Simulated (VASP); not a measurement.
Crystal: Cu.

```
Cu
1.0
     2.95106    0.00000    0.00000
     0.00000    2.95106    0.00000
     0.00000    0.00000    2.81429
Cu
2
Direct
  0.00000 0.00000 0.00000
  0.50000 0.50000 0.50000
```

This cell differs from its parent crystal: strain along c alone, the other axes held: +2.0 %.

Base run:

* Program: VASP 6.6.1
* Functional: PBE
* Potentials or basis: VASP PAW PBE potentials, release 64 (Cu_sv_GW)
* Cutoff: 700 eV
* k mesh: 14 × 14 × 16
* Occupations: gaussian, width 0.1 eV
* Spin: no spin polarisation

Its results: band gap on the k mesh zero (band 19 reaches 13.27 eV, above the bottom of band 20 at 5.77 eV); pressure -7.5 GPa.

Problem. The run is repeated on the same cell with these changes: potentials or basis from VASP PAW PBE potentials, release 64 (Cu_sv_GW) to VASP PAW PBE potentials, release 64 (Cu); cutoff from 700 eV to 520 eV; further incar settings from ALGO = Normal; EDIFF = 1e-06; NBANDS = 26 to ALGO = Fast; EDIFF = 1e-06; NBANDS = 18; valence electrons from 38 to 22. What comes out?

Solution. Band gap on the k mesh zero (band 11 reaches 13.28 eV, above the bottom of band 12 at 5.74 eV); pressure -1.6 GPa.
